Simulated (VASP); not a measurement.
# CdTe (I-4m2) in VASP: further runs, part 2 of 2

VASP 6.6.1. Earlier steps stand in the parts before.

## Step 4: Single point, r2SCAN (strain +0.000 along x and y, -0.050 along z)

File POSCAR:

```
CdTe
1.0
    0.0000000000      3.2050000000      3.0447500000
    3.2050000000      0.0000000000      3.0447500000
    3.2050000000      3.2050000000      0.0000000000
Cd Te
1 1
Direct
    0.0000000000      0.0000000000      0.0000000000
    0.7500000000      0.7500000000      0.7500000000
```

File INCAR.step1:

```
SYSTEM = CdTe
ALGO = Normal ; EDIFF = 1E-4
ENCUT = 520 ; GGA = PE
ISMEAR = 0 ; LASPH = .True.
LCHARG = .False. ; LREAL = .False.
LWAVE = .True. ; NBANDS = 16
NELM = 80 ; PREC = Accurate
SIGMA = 0.05
```

File INCAR.step2:

```
SYSTEM = CdTe
ALGO = Normal ; EDIFF = 1E-6
ENCUT = 520 ; ISIF = 2
ISMEAR = 0 ; ISTART = 1
LASPH = .True. ; LCHARG = .False.
LMIXTAU = .True. ; LREAL = .False.
LWAVE = .False. ; METAGGA = R2SCAN
NBANDS = 16 ; NELM = 80
PREC = Accurate ; SIGMA = 0.05
```

File KPOINTS:

```
k-points
0
Gamma
  8 8 8
  0 0 0
```

Potentials or basis: VASP PAW PBE potentials, release 64 (Cd, Te).

Launch:

```
> cat potpaw_PBE.64/Cd/POTCAR potpaw_PBE.64/Te/POTCAR > POTCAR
> cp INCAR.step1 INCAR
> mpirun -np 1 vasp_std > vasp.out
> cp INCAR.step2 INCAR
> mpirun -np 1 vasp_std > vasp.out
```

OUTCAR:

```text
SYSTEM = CdTe
   EDIFF = 1E-6
   ENCUT = 520
   ISIF = 2
   ISMEAR = 0
   ISTART = 1
   LASPH = .True.
   LREAL = .False.
   METAGGA = R2SCAN
   NELM = 80
   PREC = Accurate

 ion  position               nearest neighbor table
   1  0.000  0.000  0.000-   2 2.73   2 2.73   2 2.73   2 2.73
   2  0.750  0.750  0.750-   1 2.73   1 2.73   1 2.73   1 2.73

  LATTYP: Found a body centered tetragonal cell.
 ALAT       =     4.5325544674
 C/A-ratio  =     1.3435028843

  Lattice vectors:

[... 627 lines left out ...]
      3      -5.8681      2.00000
      4      -5.6448      2.00000
      5      -5.6026      2.00000
      6      -5.4653      2.00000
[... 8 lines left out ...]
     15      12.6999      0.00000
     16      13.4534      0.00000

 [... further k-points ...]
[... 5 lines left out ...]
  --------------------------------------------------------------------------------------
  -------------------------------------------------------------------------------------
  Total        2.4675077      2.4675077      2.6524497      0.0000000      0.0000000      0.0000000
  in kB       63.2020841     63.2020841     67.9391381      0.0000000      0.0000000      0.0000000
  external PRESSURE =      64.7811021 kB  Pullay stress =       0.0000000 kB

 VOLUME and BASIS-vectors are now :
 -----------------------------------------------------------------------------
  energy-cutoff  :      520.00
  volume of cell :       62.55
      direct lattice vectors                 reciprocal lattice vectors
     0.000000000  3.205000000  3.044750000    -0.156006240  0.156006240  0.164217095
     3.205000000  0.000000000  3.044750000     0.156006240 -0.156006240  0.164217095
     3.205000000  3.205000000  0.000000000     0.156006240  0.156006240 -0.164217095

 POSITION                                       TOTAL-FORCE (eV/Angst)
 -----------------------------------------------------------------------------------
      0.00000      0.00000      0.00000         0.000000      0.000000      0.000000
      4.80750      4.80750      4.56712        -0.000000     -0.000000     -0.000000
 -----------------------------------------------------------------------------------
    total drift:                                0.000002      0.000002      0.000003

  FREE ENERGIE OF THE ION-ELECTRON SYSTEM (eV)
  ---------------------------------------------------
  free  energy   TOTEN  =       -46.4939530722 eV

  energy  without entropy=      -46.4939530722  energy(sigma->0) =      -46.49395307
```

It took 87 s on 1 thread of Intel Xeon 6975P-C (Granite Rapids), shared host; peak memory 0.25 GiB.

What came out:

```yaml
Free_energy: -46.4940 eV
Pressure: 6.5 GPa
Band_gap_on_the_k_mesh: 1.44 eV, direct
```

Caveat: the cell differs from its parent crystal (strain +0.000 along x and y, -0.050 along z); the PAW data sets were made with another functional, which shifts forces and pressure a little; spin-orbit coupling is left out, which moves the levels of the heavy elements.

## Step 5: Single point, r2SCAN (strain -0.025 along x and y, +0.050 along z)

File POSCAR:

```
CdTe
1.0
    0.0000000000      3.1248750000      3.3652500000
    3.1248750000      0.0000000000      3.3652500000
    3.1248750000      3.1248750000      0.0000000000
Cd Te
1 1
Direct
    0.0000000000      0.0000000000      0.0000000000
    0.7500000000      0.7500000000      0.7500000000
```

File INCAR.step1:

```
PREC = Accurate ; ENCUT = 520
ISMEAR = 0 ; SIGMA = 0.05
LREAL = F ; LASPH = T
NELM = 60 ; NBANDS = 16
GGA = PE ; ALGO = Normal
EDIFF = 1E-4 ; LWAVE = T
LCHARG = F
```

File INCAR.step2:

```
PREC = Accurate ; ENCUT = 520
EDIFF = 1E-6 ; ISMEAR = 0
SIGMA = 0.05 ; LREAL = F
LASPH = T ; NELM = 60
ALGO = Normal ; ISIF = 2
LWAVE = F ; LCHARG = T
METAGGA = R2SCAN ; LMIXTAU = T
LELF = T ; LVHAR = T
NBANDS = 16 ; ISTART = 1
```

File KPOINTS:

```
regular mesh
0
Gamma
  8 8 8
```

Launch:

```
> cat potpaw_PBE.64/Cd/POTCAR potpaw_PBE.64/Te/POTCAR > POTCAR
> cp INCAR.step1 INCAR
> mpirun -np 1 vasp_std > vasp.out
> cp INCAR.step2 INCAR
> mpirun -np 1 vasp_std > vasp.out
```

It took 5.2 min on 1 thread of Intel Xeon Platinum 8175M at 2.50GHz (Skylake/Cascade Lake), shared host; peak memory 0.25 GiB.

The run converged. Its results:

- Free energy: -46.5828 eV
- Pressure: 3.4 GPa
- Band gap on the k mesh: 1.27 eV, direct

Stress tensor (GPa, compression positive):
```
3.80 0.00 0.00
0.00 3.80 0.00
0.00 0.00 2.50
```

Levels at points of the mesh, in eV from the valence-band top:
```csv
k point,band 6,band 7,band 8,band 9,band 10,band 11,band 12,band 13
"(0.00, 0.00, 0.00)",-8.46,-0.30,0.00,0.00,1.27,4.93,4.93,4.95
"(0.50, 0.00, 0.00)",-8.07,-4.79,-1.14,-0.73,2.12,5.33,5.73,7.40
"(0.50, 0.50, 0.00)",-8.00,-4.87,-1.89,-1.89,2.95,3.28,9.17,9.92
"(0.50, 0.00, 0.50)",-7.85,-4.48,-2.29,-2.16,2.61,2.69,9.44,9.69
```

Caveat: the cell differs from its parent crystal (strain -0.025 along x and y, +0.050 along z); the PAW data sets were made with another functional, which shifts forces and pressure a little; spin-orbit coupling is left out, which moves the levels of the heavy elements.

## Step 6: Single point, r2SCAN (strain +0.025 along x and y, -0.050 along z)

File POSCAR:

```
CdTe
1.0
    0.0000000000      3.2851250000      3.0447500000
    3.2851250000      0.0000000000      3.0447500000
    3.2851250000      3.2851250000      0.0000000000
Cd Te
1 1
Direct
    0.0000000000      0.0000000000      0.0000000000
    0.7500000000      0.7500000000      0.7500000000
```

File INCAR.step1:

```
ALGO = Normal
EDIFF = 1E-4
ENCUT = 520
GGA = PE
ISMEAR = 0
LASPH = T
LCHARG = F
LREAL = F
LWAVE = T
NBANDS = 16
NELM = 80
PREC = Accurate
SIGMA = 0.05
```

File INCAR.step2:

```
ALGO = Normal
EDIFF = 1E-6
ENCUT = 520
ISIF = 2
ISMEAR = 0
ISTART = 1
LASPH = T
LCHARG = F
LMIXTAU = T
LREAL = F
LWAVE = F
METAGGA = R2SCAN
NBANDS = 16
NELM = 80
PREC = Accurate
SIGMA = 0.05
```

File KPOINTS:

```
k-points
0
Gamma
  8 8 8
```

Potentials or basis: VASP PAW PBE potentials, release 64 (Cd, Te).

Launch:

```
> cat potpaw_PBE.64/Cd/POTCAR potpaw_PBE.64/Te/POTCAR > POTCAR
> cp INCAR.step1 INCAR
> mpirun -np 1 vasp_std > vasp.out
> cp INCAR.step2 INCAR
> mpirun -np 1 vasp_std > vasp.out
```

It took 5 min on 1 thread of Intel Xeon Platinum 8175M at 2.50GHz (Skylake/Cascade Lake), shared host; peak memory 0.26 GiB.

Results (log left out):

```
Free energy            : -46.5854 eV
Pressure               : 3.4 GPa
Band gap on the k mesh : 1.23 eV, direct
```

Stress tensor (GPa, compression positive):
```
3.07 0.00 0.00
0.00 3.07 0.00
0.00 0.00 3.93
```

Levels at points of the mesh, in eV from the valence-band top:
```tsv
k point	band 7	band 8	band 9	band 10	band 11	band 12
(0.00, 0.00, 0.00)	-0.23	-0.23	0.00	1.23	4.88	4.90
(0.50, 0.00, 0.00)	-4.84	-1.17	-0.80	2.07	5.19	5.75
(0.50, 0.50, 0.00)	-4.40	-2.40	-2.40	2.42	2.46	9.83
(0.50, 0.00, 0.50)	-4.79	-2.11	-1.98	2.78	3.05	9.27
```

Caveat: the cell differs from its parent crystal (strain +0.025 along x and y, -0.050 along z); the PAW data sets were made with another functional, which shifts forces and pressure a little; spin-orbit coupling is left out, which moves the levels of the heavy elements.

## Step 7: Summary

```csv
cell,gap on the mesh (eV),pressure (GPa)
"a = 4.479, b = 4.479, c = 4.306 Å, angles 61.3, 61.3, 57.5°, 2 atoms",1.52,8.3
"a = 4.538, b = 4.538, c = 4.306 Å, angles 61.7, 61.7, 56.6°, 2 atoms",1.38,6.5
"a = 4.421, b = 4.421, c = 4.533 Å, angles 59.2, 59.2, 61.7°, 2 atoms",1.44,6.5
"a = 4.592, b = 4.592, c = 4.419 Å, angles 61.2, 61.2, 57.5°, 2 atoms",1.27,3.4
"a = 4.479, b = 4.479, c = 4.646 Å, angles 58.8, 58.8, 62.5°, 2 atoms",1.23,3.4
```

Alike in all rows: task single point; level r2SCAN; potentials or basis VASP PAW PBE potentials, release 64 (Cd, Te); no spin polarisation; k mesh 8 × 8 × 8; cutoff (eV) 520; smearing gaussian 0.05 eV.

Caveats: the PAW data sets were made with another functional, which shifts forces and pressure a little; spin-orbit coupling is left out, which moves the levels of the heavy elements.

Total energies depend on the potentials used, so only differences within one code and one set of settings carry meaning.
